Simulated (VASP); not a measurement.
Input of a VASP 6.6.1 run:

INCAR

```
ALGO     = Normal         # electronic algorithm
EDIFF    = 1E-6           # SCF threshold, eV
ENCUT    = 520            # plane-wave cutoff, eV
GGA      = PS             # functional
ISIF     = 2              # what is computed and relaxed
ISMEAR   = 0              # smearing method
LASPH    = True           # aspherical terms in the spheres
LCHARG   = False          # write CHGCAR
LREAL    = False          # projectors in reciprocal space
LWAVE    = False          # write WAVECAR
NBANDS   = 50             # bands
NELM     = 100            # most SCF steps
PREC     = Accurate       # precision mode
SIGMA    = 0.1            # smearing width, eV
```

File KPOINTS:

```
k-points
0
Gamma
  12 12 2
```

File POSCAR:

```
GeSb4Te7
1.0
    4.2171906235      0.0000000000      0.0000000000
   -2.1085953117      3.6521942125      0.0000000000
    0.0000000000      0.0000000000     23.0709530049
Ge Sb Te
1 4 7
Direct
    0.0000000000      0.0000000000      0.5000000000
    0.6666666667      0.3333333333      0.9152853077
    0.3333333333      0.6666666667      0.3433256107
    0.3333333333      0.6666666667      0.0847146923
    0.6666666667      0.3333333333      0.6566743893
    0.3333333333      0.6666666667      0.8406940748
    0.6666666667      0.3333333333      0.1593059252
    0.0000000000      0.0000000000      0.7310713340
    0.6666666667      0.3333333333      0.4288012739
    0.3333333333      0.6666666667      0.5711987261
    0.0000000000      0.0000000000      0.0000000000
    0.0000000000      0.0000000000      0.2689286660
```

Potentials or basis: VASP PAW PBE potentials, release 64 (Ge_d, Sb, Te).

Command:

```sh
$ cat potpaw_PBE.64/Ge_d/POTCAR potpaw_PBE.64/Sb/POTCAR potpaw_PBE.64/Te/POTCAR > POTCAR
$ mpirun -np 1 vasp_std > vasp.out
```

(1) Predict the largest force.

(2) Predict the band gap on the k mesh.

Results:

(1) 0.037 eV/Å.

(2) zero (filled and empty bands touch).

Caveat: the PAW data sets were made with another functional, which shifts forces and pressure a little; spin-orbit coupling is left out, which moves the levels of the heavy elements.
